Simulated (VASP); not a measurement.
# SiW6 in VASP: a series of runs

The runs below take SiW6 through single point, with PBE+D3(BJ).

Program: VASP 6.6.1. These are calculated values, not measurements. Logs are shortened: lines on timing, memory, paths and dates and some standing lists are left out, and cuts for length are marked.

### Step 1. The cell of the first run

The cell holds a slab with vacuum, 7 atoms: a = 4.468 Å, b = 4.468 Å, c = 21.726 Å, α = 90.00°, β = 90.00°, γ = 120.00°.

### Step 2. Single point, PBE+D3(BJ)

INCAR reads:

```
SYSTEM = SiW6
  ALGO = Normal
  DIPOL = 0.5 0.5 0.322
  EDIFF = 1E-6
  ENCUT = 520
  GGA = PE
  IDIPOL = 3
  ISIF = 2
  ISMEAR = 0
  IVDW = 12
  LASPH = .True.
  LCHARG = .False.
  LDIPOL = .True.
  LREAL = .False.
  LWAVE = .False.
  NBANDS = 53
  NELM = 100
  PREC = Accurate
  SIGMA = 0.1
```

KPOINTS reads:

```
k-points
0
Gamma
  6 6 1
  0 0 0
```

POSCAR reads:

```
SiW6
1.0
    4.4682526324      0.0000000000      0.0000000000
   -2.2341263162      3.8696202902      0.0000000000
    0.0000000000      0.0000000000     21.7259061349
W Si
6 1
Direct
    0.6666666667      0.3333333333      0.1841119986
    0.3333333333      0.6666666667      0.2260931360
    0.0000000000      0.0000000000      0.2680742733
    0.6666666667      0.3333333333      0.3070897866
    0.3333333333      0.6666666667      0.3466976876
    0.0000000000      0.0000000000      0.3832248047
    0.0000000000      0.4444444444      0.5397200035
```

Potentials or basis: VASP PAW PBE potentials, release 64 (W_sv, Si).

On the command line:

```bash
$ cat potpaw_PBE.64/W_sv/POTCAR potpaw_PBE.64/Si/POTCAR > POTCAR
$ mpirun -np 1 vasp_std > vasp.out
```

OUTCAR:

```text
SYSTEM = SiW6
   EDIFF = 1E-6
   ENCUT = 520
   GGA = PE
   ISIF = 2
   ISMEAR = 0
   IVDW = 12
   LASPH = .True.
   LREAL = .False.
   NELM = 100
   PREC = Accurate
 IVDW          = 12

 ion  position               nearest neighbor table
   1  0.667  0.333  0.184-   4 2.67   2 2.74   2 2.74   2 2.74   3 3.16   3 3.16   3 3.16
   2  0.333  0.667  0.226-   5 2.62   3 2.74   3 2.74   3 2.74   1 2.74   1 2.74   1 2.74   4 3.12
                             4 3.12   4 3.12
   3  0.000  0.000  0.268-   6 2.50   4 2.72   4 2.72   4 2.72   2 2.74   2 2.74   2 2.74   5 3.09
                             5 3.09   5 3.09   1 3.16   1 3.16   1 3.16
   4  0.667  0.333  0.307-   1 2.67   3 2.72   3 2.72   3 2.72   5 2.72   5 2.72   5 2.72   6 3.06
                             6 3.06   6 3.06   2 3.12   2 3.12   2 3.12
   5  0.333  0.667  0.347-   2 2.62   6 2.70   6 2.70   6 2.70   4 2.72   4 2.72   4 2.72   3 3.09
                             3 3.09   3 3.09
   6  0.000  0.000  0.383-   3 2.50   5 2.70   5 2.70   5 2.70   4 3.06   4 3.06   4 3.06
   7  0.000  0.444  0.540-

  LATTYP: Found a hexagonal cell.
 ALAT       =     4.4682526324
 C/A-ratio  =     4.8622824004

  Lattice vectors:

 A1 = (   4.4682526324,   0.0000000000,   0.0000000000)
 A2 = (  -2.2341263162,   3.8696202902,   0.0000000000)
 A3 = (   0.0000000000,   0.0000000000,  21.7259061349)

Analysis of symmetry for initial positions (statically):
=====================================================================
 Subroutine PRICEL returns:
 Original cell was already a primitive cell.

 Routine SETGRP: Setting up the symmetry group for a
 hexagonal supercell.

 Subroutine GETGRP returns: Found  1 space group operations
 (whereof  1 operations were pure point group operations)
 out of a pool of 24 trial point group operations.

The static configuration has the point symmetry C_1 .

Analysis of symmetry for dynamics (positions and initial velocities):
=====================================================================
 Subroutine PRICEL returns:
 Original cell was already a primitive cell.

 Routine SETGRP: Setting up the symmetry group for a
 hexagonal supercell.

 Subroutine GETGRP returns: Found  1 space group operations
 (whereof  1 operations were pure point group operations)
 out of a pool of 24 trial point group operations.

The dynamic configuration has the point symmetry C_1 .

 Subroutine INISYM returns: Found  1 space group operations
 (whereof  1 operations are pure point group operations),
 and found     1 'primitive' translations

----------------------------------------------------------------------------------------

                                     Primitive cell

  volume of cell :     375.6505

  direct lattice vectors                    reciprocal lattice vectors
     4.468252632  0.000000000  0.000000000     0.223801133  0.129211644  0.000000000
    -2.234126316  3.869620290  0.000000000     0.000000000  0.258423288  0.000000000
     0.000000000  0.000000000 21.725906135     0.000000000  0.000000000  0.046028000

  length of vectors
     4.468252632  4.468252632 21.725906135     0.258423288  0.258423288  0.046028000

  position of ions in fractional coordinates (direct lattice)
     0.666666667  0.333333333  0.184111999
     0.333333333  0.666666667  0.226093136
     0.000000000  0.000000000  0.268074273
     0.666666667  0.333333333  0.307089787
     0.333333333  0.666666667  0.346697688
     0.000000000  0.000000000  0.383224805
     0.000000000  0.444444444  0.539720004

  ion indices of the primitive-cell ions
   primitive index   ion index
                 1           1
                 2           2
                 3           3
                 4           4
                 5           5
                 6           6
                 7           7

----------------------------------------------------------------------------------------

 KPOINTS: k-points

Automatic generation of k-mesh.
 Grid dimensions read from file:
 generate k-points for:    6    6    1

 Generating k-lattice:

  Cartesian coordinates                     Fractional coordinates (reciprocal lattice)
     0.037300189  0.021535274  0.000000000     0.166666667  0.000000000  0.000000000
     0.000000000  0.043070548  0.000000000     0.000000000  0.166666667  0.000000000
     0.000000000  0.000000000  0.046028000     0.000000000  0.000000000  1.000000000

  Length of vectors
     0.043070548  0.043070548  0.046028000

  Shift w.r.t. Gamma in fractional coordinates (k-lattice)
     0.000000000  0.000000000  0.000000000

 Subroutine IBZKPT returns following result:
 ===========================================

 Found     20 irreducible k-points:

 Following reciprocal coordinates:
            Coordinates               Weight
  0.000000  0.000000  0.000000      1.000000
  0.166667 -0.000000  0.000000      2.000000
  0.000000  0.166667  0.000000      2.000000
 -0.166667  0.166667  0.000000      2.000000
  0.333333 -0.000000  0.000000      2.000000
  0.000000  0.333333  0.000000      2.000000
[... 12 lines left out ...]
  0.500000 -0.166667  0.000000      2.000000
  0.333333  0.333333  0.000000      2.000000
   k-points           NKPTS =     20   k-points in BZ     NKDIM =     20   number of bands    NBANDS=     53
   number of dos      NEDOS =    301   number of ions     NIONS =      7
   total plane-waves  NPLWV = 209952
   dimension x,y,z NGX =    36 NGY =   36 NGZ =  162
   dimension x,y,z NGXF=    72 NGYF=   72 NGZF=  324
   ions per type =               6   1
   NGX,Y,Z   is equivalent  to a cutoff of  13.39, 13.39, 12.40 a.u.
   NGXF,Y,Z  is equivalent  to a cutoff of  26.79, 26.79, 24.79 a.u.
 SYSTEM =  SiW6
   PREC   = accura    normal or accurate (medium, high low for compatibility)
   ISTART =      0    job   : 0-new  1-cont  2-samecut
   ICHARG =      2    charge: 1-file 2-atom 10-const
   ISPIN  =      1    spin polarized calculation?
   LNONCOLLINEAR =      F non collinear calculations
   LSORBIT =      F    spin-orbit coupling
   LASPH  =      T    aspherical Exc in radial PAW
   ENCUT  =  520.0 eV  38.22 Ry    6.18 a.u.   8.31  8.31 40.40*2*pi/ulx,y,z
   NELM   =    100;   NELMIN=  2; NELMDL= -5     # of ELM steps
   EDIFF  = 0.1E-05   stopping-criterion for ELM
   LREAL  =      F    real-space projection
   EDIFFG = 0.1E-04   stopping-criterion for IOM
   NSW    =      0    number of steps for IOM
   IBRION =     -1    ionic relax: 0-MD 1-quasi-New 2-CG
   NFREE  =      0    steps in history (QN), initial steepest desc. (CG)
   ISIF   =      2    stress and relaxation
   ISYM   =      2    0-nonsym 1-usesym 2-fastsym
   POTIM  = 0.5000    time-step for ionic-motion
   TEBEG  =    0.0;   TEEND  =   0.0 temperature during run
   PSTRESS=    0.0 pullay stress
   NELECT =      88.0000    total number of electrons
   NUPDOWN=      -1.0000    fix difference up-down
   EMIN   =  10.00;   EMAX   =-10.00  energy-range for DOS
   EFERMI =   0.00;   METHOD = LEGACY
   ISMEAR =     0;   SIGMA  =   0.10  broadening in eV -4-tet -1-fermi 0-gaus
   EFERMI_NEDOS =   21; number of points for ismear=-14 and -15
   IALGO  =     38    algorithm
   IMIX   =      4    mixing-type and parameters
     AMIX     =   0.40;   BMIX     =  1.00
     AMIX_MAG =   1.60;   BMIX_MAG =  1.00
  volume/ion in A,a.u.               =      53.66       362.14
  Fermi-wavevector in a.u.,A,eV,Ry     =   1.009193  1.907099 13.857143  1.018471
  Thomas-Fermi vector in A             =   2.142107
   LORBIT       =      0    0 simple, 1 ext, 2 COOP (PROOUT), +10 PAW based schemes
   GGA     = PE    functional components
   LHFCALC =     F    Hartree Fock is set to
   AEXX    =    0.0000 exact exchange contribution
   IVDW    =    12    specifies the selected vdW correction
   LEPSILON=     F    determine dielectric tensor
   LRPA    =     F    only Hartree local field effects (RPA)
 non-spin polarized calculation
 Gauss-broadening in eV      SIGMA  =   0.10
  energy-cutoff  :      520.00
  volume of cell :      375.65
 maximum number of plane-waves:     10145
 NGX is ok and might be reduce to    36
   NGX = 17   NGY = 17   NGZ = 81

 dipolmoment           0.000000      0.000000     -0.009206 electrons x Angstroem

 number of electron      88.0000002 magnetization

 dipolmoment           0.000000      0.000000      0.046504 electrons x Angstroem

 Free energy of the ion-electron system (eV)
  ---------------------------------------------------
  ext. energy  EPLUGINS =         0.00000000
  ---------------------------------------------------
  free energy    TOTEN  =       -71.70920742 eV

  energy without entropy =      -71.65935791  energy(sigma->0) =      -71.68428266

 E-fermi :   0.3515     XC(G=0):  -5.4598

 val. band max:        0.3431823189   @ k =   0.5000   0.3333   0.0000
 cond. band min:       0.3542567816   @ k =   0.1667   0.3333   0.0000
 fundamental gap:      0.0110744626
 Fermi energy:         0.3514674898

 k-point     1 :       0.0000    0.0000    0.0000
  band No.  band energies     occupation
      1     -73.6667      2.00000
      2     -73.5389      2.00000
      3     -73.5147      2.00000
      4     -73.4691      2.00000
      5     -73.3745      2.00000
      6     -73.3084      2.00000
[... 45 lines left out ...]
     52       2.5498      0.00000
     53       2.8020      0.00000

 k-point     2 :       0.1667   -0.0000    0.0000
  band No.  band energies     occupation
      1     -73.6583      2.00000
      2     -73.5431      2.00000
      3     -73.5127      2.00000
      4     -73.4653      2.00000
      5     -73.3804      2.00000
      6     -73.3126      2.00000
[... 45 lines left out ...]
     52       2.5507      0.00000
     53       2.6133      0.00000

 k-point     3 :       0.0000    0.1667    0.0000
  band No.  band energies     occupation
      1     -73.6583      2.00000
      2     -73.5431      2.00000
      3     -73.5127      2.00000
      4     -73.4653      2.00000
      5     -73.3804      2.00000
      6     -73.3126      2.00000
[... 45 lines left out ...]
     52       2.5541      0.00000
     53       2.5769      0.00000
[... 841 lines left out ...]
 k-point    19 :       0.5000   -0.1667    0.0000
  band No.  band energies     occupation
      1     -73.6274      2.00000
      2     -73.5605      2.00000
      3     -73.5059      2.00000
      4     -73.4488      2.00000
      5     -73.4041      2.00000
      6     -73.3265      2.00000
[... 45 lines left out ...]
     52       2.2257      0.00000
     53       2.2817      0.00000

 k-point    20 :       0.3333    0.3333    0.0000
  band No.  band energies     occupation
      1     -73.6213      2.00000
      2     -73.5638      2.00000
      3     -73.5048      2.00000
      4     -73.4444      2.00000
      5     -73.4102      2.00000
      6     -73.3290      2.00000
[... 45 lines left out ...]
     52       1.8086      0.00000
     53       1.9421      0.00000

------------------------ aborting loop because EDIFF is reached ----------------------------------------

 vacuum level on the upper side and lower side of the slab       (xc-potential included)         0.027        -0.376

 Edisp (eV)   -2.85005

 E8    (eV) :    -1.4967

  FORCE on cell =-STRESS in cart. coord.  units (eV):
  Direction    XX          YY          ZZ          XY          YZ          ZX
  --------------------------------------------------------------------------------------
  -------------------------------------------------------------------------------------
  Total       2.06075     1.90701     1.28696     0.02948     0.24245     0.38587
  in kB       8.78926     8.13353     5.48899     0.12573     1.03406     1.64576
  external pressure =        7.47 kB  Pullay stress =        0.00 kB

 VOLUME and BASIS-vectors are now :
 -----------------------------------------------------------------------------
  energy-cutoff  :      520.00
  volume of cell :      375.65
      direct lattice vectors                 reciprocal lattice vectors
     4.468252632  0.000000000  0.000000000     0.223801133  0.129211644  0.000000000
    -2.234126316  3.869620290  0.000000000     0.000000000  0.258423288  0.000000000
     0.000000000  0.000000000 21.725906135     0.000000000  0.000000000  0.046028000

 POSITION                                       TOTAL-FORCE (eV/Angst)
 -----------------------------------------------------------------------------------
      2.23413      1.28987      4.00000         0.025166      0.035052      2.080425
     -0.00000      2.57975      4.91208         0.009191     -0.009653     -0.992738
      0.00000      0.00000      5.82416        -0.004385      0.007344     -1.894375
      2.23413      1.28987      6.67180        -0.079311     -0.074845     -3.570655
     -0.00000      2.57975      7.53232        -0.029528     -0.089133     -0.068316
      0.00000      0.00000      8.32591        -0.027109      0.076808      5.535512
     -0.99295      1.71983     11.72591         0.105976      0.054427     -1.089852
 -----------------------------------------------------------------------------------
    total drift:                               -0.000033      0.000023      0.000374

  FREE ENERGIE OF THE ION-ELECTRON SYSTEM (eV)
  ---------------------------------------------------
  free  energy   TOTEN  =       -74.5592538852 eV

  energy  without entropy=      -74.5094043795  energy(sigma->0) =      -74.53432913

 vacuum level on the upper side and lower side of the slab         4.574         4.143
```

Run time: 19 min. Hardware: 1 thread of Oxide Virtual Turin-like, shared host; peak memory 0.63 GiB.

What came out:

```
Free energy                : -74.5593 eV
Largest force              : 5.536 eV/Å
Band gap on the k mesh     : zero (bands 44 and 45 overlap by 0.28 eV)
Dispersion energy per atom : -0.407 eV
```

Forces on the atoms (eV/Å):
```
W    0.025  0.035  2.080
W    0.009 -0.010 -0.993
W   -0.004  0.007 -1.894
W   -0.079 -0.075 -3.571
W   -0.030 -0.089 -0.068
W   -0.027  0.077  5.536
Si   0.106  0.054 -1.090
```

Caveat: spin-orbit coupling is left out, which moves the levels of the heavy elements.

(Part 1 of 2 ends here.)
